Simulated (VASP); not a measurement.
# ZnO in VASP: single point with PBE+D3(BJ)

Aim: the single point of ZnO with PBE+D3(BJ).

Program: VASP 6.6.1. These are calculated values, not measurements. Logs are shortened: lines on timing, memory, paths and dates and some standing lists are left out, and cuts for length are marked.

### 1 The cell of the first run

The cell holds a slab with vacuum, 24 atoms: a = 6.509 Å, b = 5.256 Å, c = 25.268 Å, α = 90.00°, β = 90.00°, γ = 90.00°.

### 2 Single point, PBE+D3(BJ)

File INCAR:

```
PREC = Accurate
ENCUT = 520
EDIFF = 1E-6
ISMEAR = 0
SIGMA = 0.05
LREAL = Auto
LASPH = True
NELM = 80
ALGO = Normal
ISIF = 2
LWAVE = False
LCHARG = False
LDIPOL = True
IDIPOL = 3
DIPOL = 0.5 0.5 0.446
GGA = PE
IVDW = 12
NBANDS = 126
```

File KPOINTS:

```
Automatic mesh
0
Gamma
  3 3 1
```

File POSCAR:

```
ZnO
1.0
    6.5094894534      0.0000000000      0.0000000000
    0.0000000000      5.2564237873      0.0000000000
    0.0000000000      0.0000000000     25.2682471044
Zn O
12 12
Direct
    0.5000000000      0.9983827816      0.3166028876
    0.0000000000      0.9983827816      0.3166028876
    0.7500000000      0.4983827816      0.3537864670
    0.2500000000      0.4983827816      0.3537864670
    0.7500000000      0.9983827816      0.4281536258
    0.2500000000      0.9983827816      0.4281536258
    0.0016943511      0.4965867410      0.4633692411
    0.4983330610      0.4964437742      0.4633617211
    0.0007044191      1.0000666948      0.5419320042
    0.4991026721      0.9998608603      0.5420401991
    0.2500149916      0.4800851384      0.5746909151
    0.7498007351      0.4620393645      0.5612848217
    0.5000000000      0.6195172184      0.3166028876
    0.0000000000      0.6195172184      0.3166028876
    0.7500000000      0.1195172184      0.3537864670
    0.2500000000      0.1195172184      0.3537864670
    0.7500000000      0.6195172184      0.4281536258
    0.2500000000      0.6195172184      0.4281536258
    0.0002076056      0.1181492897      0.4647364782
    0.4998101091      0.1180392166      0.4647672774
    0.0026987890      0.6191791413      0.5393310682
    0.4969876746      0.6191374938      0.5393135315
    0.2499027448      0.1174277450      0.5774171670
    0.7500035255      0.1138391914      0.5762320501
```

Potentials or basis: VASP PAW PBE potentials, release 64 (Zn, O).

Launch:

```sh
cat potpaw_PBE.64/Zn/POTCAR potpaw_PBE.64/O/POTCAR > POTCAR
mpirun -np 1 vasp_std > vasp.out
```

OUTCAR:

```text
PREC = Accurate
   ENCUT = 520
   EDIFF = 1E-6
   ISMEAR = 0
   LREAL = Auto
   LASPH = True
   NELM = 80
   ISIF = 2
   GGA = PE
   IVDW = 12
 IVDW          = 12

 ion  position               nearest neighbor table
   1  0.500  0.998  0.317-  15 1.98  16 1.98  13 1.99
   2  0.000  0.998  0.317-  15 1.98  16 1.98  14 1.99
   3  0.750  0.498  0.354-  13 1.98  14 1.98  17 1.98  15 1.99
   4  0.250  0.498  0.354-  13 1.98  14 1.98  18 1.98  16 1.99
   5  0.750  0.998  0.428-  19 1.98  20 1.98  15 1.98  17 1.99
   6  0.250  0.998  0.428-  19 1.97  20 1.97  16 1.98  18 1.99
   7  0.002  0.497  0.463-  18 1.95  17 1.97  19 1.99  21 2.02  12 2.97
   8  0.498  0.496  0.463-  18 1.96  17 1.97  20 1.99  22 2.02  12 2.97
   9  0.001  0.000  0.542-  24 1.94  23 1.95  21 2.00  19 2.05  12 2.97
  10  0.499  1.000  0.542-  24 1.94  23 1.95  22 2.00  20 2.05  12 2.97
  11  0.250  0.480  0.575-  23 1.91  22 1.98  21 1.98
  12  0.750  0.462  0.561-  24 1.87  22 1.92  21 1.92  10 2.97   9 2.97   8 2.97   7 2.97
  13  0.500  0.620  0.317-   3 1.98   4 1.98   1 1.99
  14  0.000  0.620  0.317-   3 1.98   4 1.98   2 1.99
  15  0.750  0.120  0.354-   1 1.98   2 1.98   5 1.98   3 1.99
  16  0.250  0.120  0.354-   1 1.98   2 1.98   6 1.98   4 1.99
  17  0.750  0.620  0.428-   7 1.97   8 1.97   3 1.98   5 1.99
  18  0.250  0.620  0.428-   7 1.95   8 1.96   4 1.98   6 1.99
  19  0.000  0.118  0.465-   6 1.97   5 1.98   7 1.99   9 2.05
  20  0.500  0.118  0.465-   6 1.97   5 1.98   8 1.99  10 2.05
  21  0.003  0.619  0.539-  12 1.92  11 1.98   9 2.00   7 2.02
  22  0.497  0.619  0.539-  12 1.92  11 1.98  10 2.00   8 2.02
  23  0.250  0.117  0.577-  11 1.91  10 1.95   9 1.95
  24  0.750  0.114  0.576-  12 1.87   9 1.94  10 1.94

  LATTYP: Found a simple orthorhombic cell.
 ALAT       =     5.2564237873
 B/A-ratio  =     1.2383874887
 C/A-ratio  =     4.8071175626

  Lattice vectors:

 A1 = (   0.0000000000,  -5.2564237873,   0.0000000000)
 A2 = (   6.5094894534,   0.0000000000,   0.0000000000)
 A3 = (   0.0000000000,   0.0000000000,  25.2682471044)

Analysis of symmetry for initial positions (statically):
=====================================================================
 Subroutine PRICEL returns:
 Original cell was already a primitive cell.

 Routine SETGRP: Setting up the symmetry group for a
 simple orthorhombic supercell.

 Subroutine GETGRP returns: Found  1 space group operations
 (whereof  1 operations were pure point group operations)
 out of a pool of  8 trial point group operations.

[... 150 lines left out ...]
   NUPDOWN=      -1.0000    fix difference up-down
   EMIN   =  10.00;   EMAX   =-10.00  energy-range for DOS
   EFERMI =   0.00;   METHOD = LEGACY
   ISMEAR =     0;   SIGMA  =   0.05  broadening in eV -4-tet -1-fermi 0-gaus
   EFERMI_NEDOS =   21; number of points for ismear=-14 and -15
   IALGO  =     38    algorithm
   IMIX   =      4    mixing-type and parameters
     AMIX     =   0.40;   BMIX     =  1.00
     AMIX_MAG =   1.60;   BMIX_MAG =  1.00
  volume/ion in A,a.u.               =      36.02       243.11
  Fermi-wavevector in a.u.,A,eV,Ry     =   1.031071  1.948442 14.464457  1.063108
  Thomas-Fermi vector in A             =   2.165201
   LORBIT       =      0    0 simple, 1 ext, 2 COOP (PROOUT), +10 PAW based schemes
   GGA     = PE    functional components
   LHFCALC =     F    Hartree Fock is set to
   AEXX    =    0.0000 exact exchange contribution
   IVDW    =    12    specifies the selected vdW correction
   LEPSILON=     F    determine dielectric tensor
   LRPA    =     F    only Hartree local field effects (RPA)
 non-spin polarized calculation
 Gauss-broadening in eV      SIGMA  =   0.05
  energy-cutoff  :      520.00
  volume of cell :      864.59
 maximum number of plane-waves:     23298
   NGX = 25   NGY = 19   NGZ = 93

 dipolmoment           0.000000      0.000000     -0.000000 electrons x Angstroem

 number of electron     216.0000028 magnetization

 dipolmoment           0.000000      0.000000      0.069797 electrons x Angstroem

 Free energy of the ion-electron system (eV)
  ---------------------------------------------------
  ext. energy  EPLUGINS =         0.00000000
  ---------------------------------------------------
  free energy    TOTEN  =      -102.56754671 eV

  energy without entropy =     -102.56754671  energy(sigma->0) =     -102.56754671

 E-fermi :  -2.7696     XC(G=0):  -4.1642

 val. band max:       -3.0716706067   @ k =   0.0000   0.0000   0.0000
 cond. band min:      -2.4347514250   @ k =   0.0000   0.0000   0.0000
 fundamental gap:      0.6369191817
 Fermi energy:        -2.7696412893

 k-point     1 :       0.0000    0.0000    0.0000
  band No.  band energies     occupation
      1     -21.3497      2.00000
      2     -21.1774      2.00000
      3     -20.9833      2.00000
      4     -20.9053      2.00000
      5     -20.8513      2.00000
      6     -20.5976      2.00000
[... 604 lines left out ...]
    119       2.8326      0.00000
    120       2.9524      0.00000
 [bands above 120 left out]

------------------------ aborting loop because EDIFF is reached ----------------------------------------

 vacuum level on the upper side and lower side of the slab       (xc-potential included)         0.007        -0.354

 Edisp (eV)   -4.05115

 E8    (eV) :    -1.5845

  FORCE on cell =-STRESS in cart. coord.  units (eV):
  Direction    XX          YY          ZZ          XY          YZ          ZX
  --------------------------------------------------------------------------------------
  -------------------------------------------------------------------------------------
  Total       1.66631    -3.16328     0.10163    -0.00047     0.63386    -0.01221
  in kB       3.08784    -5.86186     0.18832    -0.00087     1.17460    -0.02263
  external pressure =       -0.86 kB  Pullay stress =        0.00 kB

 VOLUME and BASIS-vectors are now :
 -----------------------------------------------------------------------------
  energy-cutoff  :      520.00
  volume of cell :      864.59
      direct lattice vectors                 reciprocal lattice vectors
     6.509489453  0.000000000  0.000000000     0.153621879  0.000000000  0.000000000
     0.000000000  5.256423787  0.000000000     0.000000000  0.190243413  0.000000000
     0.000000000  0.000000000 25.268247104     0.000000000  0.000000000  0.039575361

 POSITION                                       TOTAL-FORCE (eV/Angst)
 -----------------------------------------------------------------------------------
      3.25474      5.24792      8.00000        -0.000106     -1.326228      1.081425
      0.00000      5.24792      8.00000         0.000182     -1.326227      1.081391
      4.88212      2.61971      8.93956         0.000115      0.664024     -0.838123
      1.62737      2.61971      8.93956        -0.000034      0.667560     -0.845882
      4.88212      5.24792     10.81869        -0.002296     -0.147084      0.298555
      1.62737      5.24792     10.81869         0.003226     -0.155565      0.285080
[... 16 lines left out ...]
      1.62674      0.61725     14.59032        -0.003037      0.250862      0.030574
      4.88214      0.59839     14.56037        -0.004307     -0.014435     -0.049258
 -----------------------------------------------------------------------------------
    total drift:                               -0.000932      0.027732      0.005247

  FREE ENERGIE OF THE ION-ELECTRON SYSTEM (eV)
  ---------------------------------------------------
  free  energy   TOTEN  =      -106.6186997668 eV

  energy  without entropy=     -106.6186997668  energy(sigma->0) =     -106.61869977

 vacuum level on the upper side and lower side of the slab         2.223         1.855
```

OSZICAR:

```text
N       E                     dE             d eps       ncg     rms          rms(c)
DAV:   1     0.216146583891E+04    0.21615E+04   -0.97375E+04  1260   0.174E+03
DAV:   2     0.342871210140E+03   -0.18186E+04   -0.17214E+04  1396   0.433E+02
DAV:   3    -0.866486685250E+02   -0.42952E+03   -0.42347E+03  1426   0.205E+02
DAV:   4    -0.124302238681E+03   -0.37654E+02   -0.37320E+02  1418   0.628E+01
[... 24 lines left out ...]
DAV:  29    -0.102567539431E+03   -0.26253E-05   -0.23440E-07   848   0.238E-03    0.853E-04
DAV:  30    -0.102567541342E+03   -0.19105E-05   -0.96677E-08   856   0.231E-03    0.856E-04
DAV:  31    -0.102567543601E+03   -0.22589E-05   -0.56120E-08   864   0.231E-03    0.431E-04
DAV:  32    -0.102567546073E+03   -0.24721E-05   -0.11521E-07   864   0.150E-03    0.601E-04
DAV:  33    -0.102567546710E+03   -0.63666E-06   -0.36030E-08   840   0.111E-03
   1 F= -.10661870E+03 E0= -.10661870E+03  d E =-.446087E-18
```

It took 45 min on 1 thread of Intel Xeon 8259CL, shared host; peak memory 0.92 GiB.

What came out:

```yaml
Free_energy: -106.6187 eV
Largest_force: 1.711 eV/Å
Band_gap_on_the_k_mesh: 0.64 eV
Dispersion_energy_per_atom: -0.169 eV
```

Forces on the atoms (eV/Å):
```
Zn   0.000 -1.326  1.081
Zn   0.000 -1.326  1.081
Zn   0.000  0.664 -0.838
Zn   0.000  0.668 -0.846
Zn  -0.002 -0.147  0.299
Zn   0.003 -0.156  0.285
Zn   0.018 -0.055 -0.019
Zn  -0.021 -0.056 -0.023
Zn   0.091  0.099  0.208
Zn  -0.085  0.107  0.195
Zn  -0.012 -0.513 -0.891
Zn   0.008 -0.081  0.187
O    0.002  0.683  0.075
O   -0.002  0.683  0.075
O    0.000  0.084 -0.968
O    0.000  0.084 -0.971
O   -0.001  0.024  0.365
O    0.001  0.103  0.177
O   -0.016  0.005 -0.061
O    0.015  0.005 -0.058
O    0.290  0.106  0.333
O   -0.284  0.110  0.331
O   -0.003  0.251  0.031
O   -0.004 -0.014 -0.049
```

Levels at points of the mesh, in eV from the valence-band top:
| k point | band 105 | band 106 | band 107 | band 108 | band 109 | band 110 | band 111 | band 112 |
| --- | --- | --- | --- | --- | --- | --- | --- | --- |
| (0.00, 0.00, 0.00) | -0.50 | -0.38 | -0.13 | 0.00 | 0.64 | 1.64 | 3.14 | 3.39 |

Caveat: semilocal functionals underestimate gaps, and a narrow one can read as zero.
